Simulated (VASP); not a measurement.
## EuZn3: single point with PBEsol

EuZn3:

```
Eu Zn
1.0
     4.30653    0.00000    0.00000
     0.00000    4.30653    0.00000
     0.00000    0.00000    4.30653
Eu Zn
1 3
Direct
  0.00000 0.00000 0.00000
  0.00000 0.50000 0.50000
  0.50000 0.50000 0.00000
  0.50000 0.00000 0.50000
```

- Program: VASP 6.6.1
- Task: single point
- Functional: PBEsol
- Potentials or basis: VASP PAW PBE potentials, release 64 (Eu, Zn)
- Cutoff: 520 eV
- k mesh: 8 × 8 × 8
- Occupations: gaussian, width 0.05 eV
- Spin: collinear spin, ferromagnetic start
- Starting moments: [7.0, 0.0, 0.0, 0.0] μB

```json
{
  "Pressure": "-0.2 GPa",
  "Net moment": "7.50 μB per cell",
  "Site moments": "Eu +6.58; Zn +0.05 μB",
  "Valence electrons inside the program's atomic spheres": "Eu 14.76; Zn 10.72"
}
```

Levels at points of the mesh, in eV from the Fermi level:
Spin up:
```csv
k point,band 27,band 28,band 29,band 30,band 31,band 32,band 33,band 34
"(0.00, 0.00, 0.00)",-0.39,-0.39,-0.28,0.81,0.81,0.81,3.53,3.53
"(0.50, 0.00, 0.00)",-0.25,-0.25,-0.25,-0.20,-0.20,1.86,3.61,3.64
"(0.50, 0.50, 0.00)",-0.28,-0.28,-0.26,-0.24,0.78,0.78,3.42,4.17
"(0.50, 0.50, 0.50)",-0.30,-0.30,-0.30,-0.09,-0.09,-0.09,-0.08,4.51
```
Spin down:
| k point | band 19 | band 20 | band 21 | band 22 | band 23 | band 24 | band 25 | band 26 | band 27 | band 28 |
| --- | --- | --- | --- | --- | --- | --- | --- | --- | --- | --- |
| (0.00, 0.00, 0.00) | -6.53 | -6.53 | -0.84 | -0.84 | 0.73 | 0.73 | 0.73 | 3.83 | 3.83 | 3.83 |
| (0.50, 0.00, 0.00) | -6.53 | -5.34 | -5.11 | 0.30 | 0.30 | 0.50 | 1.02 | 3.40 | 3.40 | 3.92 |
| (0.50, 0.50, 0.00) | -6.74 | -4.83 | -2.91 | -2.91 | -2.02 | 1.44 | 1.44 | 3.54 | 3.71 | 3.80 |
| (0.50, 0.50, 0.50) | -6.59 | -2.83 | -2.83 | -2.83 | -1.97 | 0.19 | 0.19 | 0.19 | 4.30 | 4.30 |

It took 7.6 min on 1 thread of Intel(R) Xeon(R) Platinum 8488C (Sapphire Rapids), with other jobs on the host, peak memory 0.34 GiB.

Caveat: the PAW data sets were made with another functional, which shifts forces and pressure a little; spin-orbit coupling is left out, which moves the levels of the heavy elements; semilocal functionals describe open f shells poorly, which spoils levels, moments and volumes. The state reached can hang on the start; a lower one may exist.
